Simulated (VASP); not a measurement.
Input of a VASP 6.6.1 run:

INCAR

```
PREC     = Accurate       # precision mode
ENCUT    = 520            # plane-wave cutoff, eV
EDIFF    = 1E-6           # SCF threshold, eV
ISMEAR   = 0              # smearing method
SIGMA    = 0.1            # smearing width, eV
LREAL    = False          # projectors in reciprocal space
LASPH    = True           # aspherical terms in the spheres
NELM     = 80             # most SCF steps
ALGO     = Normal         # electronic algorithm
ISIF     = 2              # what is computed and relaxed
LWAVE    = False          # write WAVECAR
LCHARG   = False          # write CHGCAR
GGA      = PS             # functional
NBANDS   = 10             # bands
```

The input KPOINTS:

```
regular mesh
0
Gamma
  14 14 14
```

File POSCAR:

```
Na
1.0
   -2.0845819163      2.0845819163      2.0845819163
    2.0845819163     -2.0845819163      2.0845819163
    2.0845819163      2.0845819163     -2.0845819163
Na
1
Direct
    0.0000000000      0.0000000000      0.0000000000
```

Potentials or basis: VASP PAW PBE potentials, release 64 (Na_pv).

Launch:

```sh
$ cat potpaw_PBE.64/Na_pv/POTCAR > POTCAR
$ mpirun -np 1 vasp_std > vasp.out
```

(1) Estimate the pressure.

## Answers

(1) 0.0 GPa.

Caveat: the PAW data sets were made with another functional, which shifts forces and pressure a little.
